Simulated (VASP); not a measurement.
# Ag in VASP: a series of runs

Ag is run at these levels: PBEsol; tasks: single point, relaxation of cell and atoms.

All numbers are computed with VASP 6.6.1; they aren't measurements. Logs are shortened: lines on timing, memory, paths and dates and some standing lists are left out, and cuts for length are marked.

## (1) The cell of the first run

Symmetry: P4/mmm, No. 123, tetragonal system. The conventional cell has a = 3.810 Å, b = 3.810 Å, c = 6.819 Å, α = 90.00°, β = 90.00°, γ = 90.00°. Ag (site symmetry 2mm) has 7 Ag at 2.69 to 2.79 Å within 3.6 Å. Ag (site symmetry 4/mmm) has 12 Ag at 2.79 to 3.81 Å within 3.9 Å.

## (2) Single point, PBEsol

INCAR reads:

```
SYSTEM = Ag
PREC = Accurate ; ENCUT = 520
EDIFF = 1E-6 ; ISMEAR = 0
SIGMA = 0.1 ; LREAL = .FALSE.
LASPH = .TRUE. ; NELM = 100
ALGO = Normal ; ISIF = 2
LWAVE = .FALSE. ; LCHARG = .TRUE.
GGA = PS ; LELF = .TRUE.
LVHAR = .TRUE. ; NBANDS = 36
```

KPOINTS reads:

```
Automatic mesh
0
G
  4 4 2
  0 0 0
```

POSCAR reads:

```
Ag
1.0
    2.6940667129     -2.6940657740      0.0000000000
    2.6940667129      2.6940657740      0.0000000000
    0.0000000000      0.0000000000      6.8185138141
Ag
5
Direct
    0.5000000000      0.0000000000      0.2995172031
    0.0000000000      0.5000000000      0.7004827969
    0.0000000000      0.5000000000      0.2995172031
    0.5000000000      0.0000000000      0.7004827969
    0.0000000000      0.0000000000      0.0000000000
```

Potentials or basis: VASP PAW PBE potentials, release 64 (Ag).

Started as:

```sh
cat potpaw_PBE.64/Ag/POTCAR > POTCAR
mpirun -np 1 vasp_std > vasp.out
```

OUTCAR:

```text
SYSTEM = Ag
   PREC = Accurate
   ENCUT = 520
   EDIFF = 1E-6
   ISMEAR = 0
   LREAL = .FALSE.
   LASPH = .TRUE.
   NELM = 100
   ISIF = 2
   GGA = PS

 ion  position               nearest neighbor table
   1  0.500  0.000  0.300-   3 2.69   3 2.69   3 2.69   3 2.69   4 2.73   5 2.79   5 2.79
   2  0.000  0.500  0.700-   4 2.69   4 2.69   4 2.69   4 2.69   3 2.73   5 2.79   5 2.79
   3  0.000  0.500  0.300-   1 2.69   1 2.69   1 2.69   1 2.69   2 2.73   5 2.79   5 2.79
   4  0.500  0.000  0.700-   2 2.69   2 2.69   2 2.69   2 2.69   1 2.73   5 2.79   5 2.79
   5  0.000  0.000  0.000-   1 2.79   2 2.79   3 2.79   4 2.79   2 2.79   3 2.79   1 2.79   4 2.79

  LATTYP: Found a simple tetragonal cell.
 ALAT       =     3.8099850194
 C/A-ratio  =     1.7896432084

  Lattice vectors:

 A1 = (   2.6940667129,  -2.6940657740,   0.0000000000)
 A2 = (   2.6940667129,   2.6940657740,   0.0000000000)
 A3 = (   0.0000000000,   0.0000000000,   6.8185138141)

Analysis of symmetry for initial positions (statically):
=====================================================================
 Subroutine PRICEL returns:
 Original cell was already a primitive cell.

 Routine SETGRP: Setting up the symmetry group for a
 simple tetragonal supercell.

 Subroutine GETGRP returns: Found 16 space group operations
 (whereof 16 operations were pure point group operations)
 out of a pool of 16 trial point group operations.

The static configuration has the point symmetry D_4h.

Analysis of symmetry for dynamics (positions and initial velocities):
=====================================================================
 Subroutine PRICEL returns:
 Original cell was already a primitive cell.

 Routine SETGRP: Setting up the symmetry group for a
 simple tetragonal supercell.

 Subroutine GETGRP returns: Found 16 space group operations
 (whereof 16 operations were pure point group operations)
 out of a pool of 16 trial point group operations.

The dynamic configuration has the point symmetry D_4h.

 Subroutine INISYM returns: Found 16 space group operations
 (whereof 16 operations are pure point group operations),
 and found     1 'primitive' translations

----------------------------------------------------------------------------------------

                                     Primitive cell

  volume of cell :      98.9775

[... 79 lines left out ...]
   ENCUT  =  520.0 eV  38.22 Ry    6.18 a.u.   7.08  7.08 12.68*2*pi/ulx,y,z
   NELM   =    100;   NELMIN=  2; NELMDL= -5     # of ELM steps
   EDIFF  = 0.1E-05   stopping-criterion for ELM
   LREAL  =      F    real-space projection
   EDIFFG = 0.1E-04   stopping-criterion for IOM
   NSW    =      0    number of steps for IOM
   IBRION =     -1    ionic relax: 0-MD 1-quasi-New 2-CG
   NFREE  =      0    steps in history (QN), initial steepest desc. (CG)
   ISIF   =      2    stress and relaxation
   ISYM   =      2    0-nonsym 1-usesym 2-fastsym
   POTIM  = 0.5000    time-step for ionic-motion
   TEBEG  =    0.0;   TEEND  =   0.0 temperature during run
   PSTRESS=    0.0 pullay stress
   NELECT =      55.0000    total number of electrons
   NUPDOWN=      -1.0000    fix difference up-down
   EMIN   =  10.00;   EMAX   =-10.00  energy-range for DOS
   EFERMI =   0.00;   METHOD = LEGACY
   ISMEAR =     0;   SIGMA  =   0.10  broadening in eV -4-tet -1-fermi 0-gaus
   EFERMI_NEDOS =   21; number of points for ismear=-14 and -15
   IALGO  =     38    algorithm
   IMIX   =      4    mixing-type and parameters
     AMIX     =   0.40;   BMIX     =  1.00
     AMIX_MAG =   1.60;   BMIX_MAG =  1.00
  volume/ion in A,a.u.               =      19.80       133.59
  Fermi-wavevector in a.u.,A,eV,Ry     =   1.345913  2.543407 24.646705  1.811482
  Thomas-Fermi vector in A             =   2.473787
   LORBIT       =      0    0 simple, 1 ext, 2 COOP (PROOUT), +10 PAW based schemes
   GGA     = PS    functional components
   LHFCALC =     F    Hartree Fock is set to
   AEXX    =    0.0000 exact exchange contribution
   IVDW    =     0    specifies the selected vdW correction
   LEPSILON=     F    determine dielectric tensor
   LRPA    =     F    only Hartree local field effects (RPA)
 non-spin polarized calculation
 Gauss-broadening in eV      SIGMA  =   0.10
  energy-cutoff  :      520.00
  volume of cell :       98.98
 maximum number of plane-waves:      2696
   NGX = 15   NGY = 15   NGZ = 25

 number of electron      54.9999997 magnetization

 Free energy of the ion-electron system (eV)
  ---------------------------------------------------
  ext. energy  EPLUGINS =         0.00000000
  ---------------------------------------------------
  free energy    TOTEN  =       -14.93698092 eV

  energy without entropy =      -14.93124298  energy(sigma->0) =      -14.93411195

 E-fermi :   6.0543     XC(G=0): -11.3968

 val. band max:        5.8801889442   @ k =   0.5000   0.5000   0.5000
 cond. band min:       6.1017013361   @ k =   0.2500   0.2500   0.0000
 fundamental gap:      0.2215123919
 Fermi energy:         6.0543249957

 k-point     1 :       0.0000    0.0000    0.0000
  band No.  band energies     occupation
      1      -0.7520      2.00000
      2       0.1923      2.00000
      3       0.2638      2.00000
      4       0.3977      2.00000
      5       0.4718      2.00000
      6       0.5842      2.00000
[... 457 lines left out ...]
     35      14.0460      0.00000
     36      14.1678      0.00000

------------------------ aborting loop because EDIFF is reached ----------------------------------------

  FORCE on cell =-STRESS in cart. coord.  units (eV):
  Direction    XX          YY          ZZ          XY          YZ          ZX
  --------------------------------------------------------------------------------------
  -------------------------------------------------------------------------------------
  Total       -0.1130224     -0.1130223     -0.1101459      0.0000000      0.0000000      0.0000000
  in kB       -1.8295275     -1.8295262     -1.7829643      0.0000000      0.0000000      0.0000000
  external PRESSURE =      -1.8140060 kB  Pullay stress =       0.0000000 kB

 VOLUME and BASIS-vectors are now :
 -----------------------------------------------------------------------------
  energy-cutoff  :      520.00
  volume of cell :       98.98
      direct lattice vectors                 reciprocal lattice vectors
     2.694066713 -2.694065774  0.000000000     0.185593028 -0.185593093  0.000000000
     2.694066713  2.694065774  0.000000000     0.185593028  0.185593093  0.000000000
     0.000000000  0.000000000  6.818513814     0.000000000  0.000000000  0.146659525

 POSITION                                       TOTAL-FORCE (eV/Angst)
 -----------------------------------------------------------------------------------
      1.34703     -1.34703      2.04226        -0.000000     -0.000000     -0.016708
      1.34703      1.34703      4.77625         0.000000     -0.000000      0.016708
      1.34703      1.34703      2.04226        -0.000000      0.000000     -0.016708
      1.34703     -1.34703      4.77625         0.000000     -0.000000      0.016708
      0.00000      0.00000      0.00000         0.000000     -0.000000      0.000000
 -----------------------------------------------------------------------------------
    total drift:                                0.000000      0.000000     -0.000000

  FREE ENERGIE OF THE ION-ELECTRON SYSTEM (eV)
  ---------------------------------------------------
  free  energy   TOTEN  =       -14.9369809226 eV

  energy  without entropy=      -14.9312429843  energy(sigma->0) =      -14.93411195
```

OSZICAR:

```text
N       E                     dE             d eps       ncg     rms          rms(c)
DAV:   1     0.366435053251E+03    0.36644E+03   -0.27495E+04   872   0.146E+03
DAV:   2    -0.743673530301E+01   -0.37387E+03   -0.35640E+03   888   0.338E+02
DAV:   3    -0.162819870700E+02   -0.88453E+01   -0.87793E+01   956   0.582E+01
DAV:   4    -0.163331185807E+02   -0.51132E-01   -0.51103E-01   940   0.418E+00
DAV:   5    -0.163337418379E+02   -0.62326E-03   -0.62325E-03   912   0.496E-01    0.111E+01
DAV:   6    -0.149941040068E+02    0.13396E+01   -0.45265E+00   912   0.156E+01    0.682E+00
DAV:   7    -0.149535706043E+02    0.40533E-01   -0.66717E-02   912   0.141E+00    0.381E+00
DAV:   8    -0.149369545196E+02    0.16616E-01   -0.45695E-03   912   0.395E-01    0.139E-01
DAV:   9    -0.149369639944E+02   -0.94748E-05   -0.19662E-04   944   0.112E-01    0.293E-02
DAV:  10    -0.149369756252E+02   -0.11631E-04   -0.15285E-05   920   0.311E-02    0.142E-02
DAV:  11    -0.149369812321E+02   -0.56069E-05   -0.41911E-06   856   0.137E-02    0.425E-03
DAV:  12    -0.149369809226E+02    0.30947E-06   -0.19374E-07   460   0.252E-03
   1 F= -.14936981E+02 E0= -.14934112E+02  d E =-.573794E-02
```

Run time: 16 s. Hardware: 1 thread of AMD EPYC 9R45 (Zen 5), shared host; peak memory 0.17 GiB.

Results:

```
Free energy            : -14.9370 eV
Pressure               : -0.2 GPa
Largest force          : 0.017 eV/Å
Band gap on the k mesh : zero (an odd number of electrons rules out a gap without spin polarisation)
```

Forces on the atoms (eV/Å):
```
Ag   0.000  0.000 -0.017
Ag   0.000  0.000  0.017
Ag   0.000  0.000 -0.017
Ag   0.000  0.000  0.017
Ag   0.000  0.000  0.000
```

Levels at points of the mesh, in eV from the Fermi level:
```csv
k point,band 25,band 26,band 27,band 28,band 29,band 30
"(0.00, 0.00, 0.00)",-1.96,-1.73,-1.70,-1.67,4.08,4.08
"(0.50, 0.00, 0.00)",-2.62,-2.57,-2.26,0.23,1.70,1.91
"(0.50, 0.50, 0.00)",-2.00,-0.69,0.50,1.64,1.64,1.81
"(0.00, 0.00, 0.50)",-1.99,-1.70,-1.67,1.47,4.61,5.47
"(0.50, 0.00, 0.50)",-2.57,-2.18,-1.27,-1.20,-1.16,5.09
"(0.50, 0.50, 0.50)",-2.30,-0.17,0.57,0.80,1.70,1.70
```

Caveat: the k points lie up to 0.46 Å⁻¹ apart, too coarse for converged energies and pressures of a metal; the PAW data sets were made with another functional, which shifts forces and pressure a little.

(Continued in part 2 of 4.)
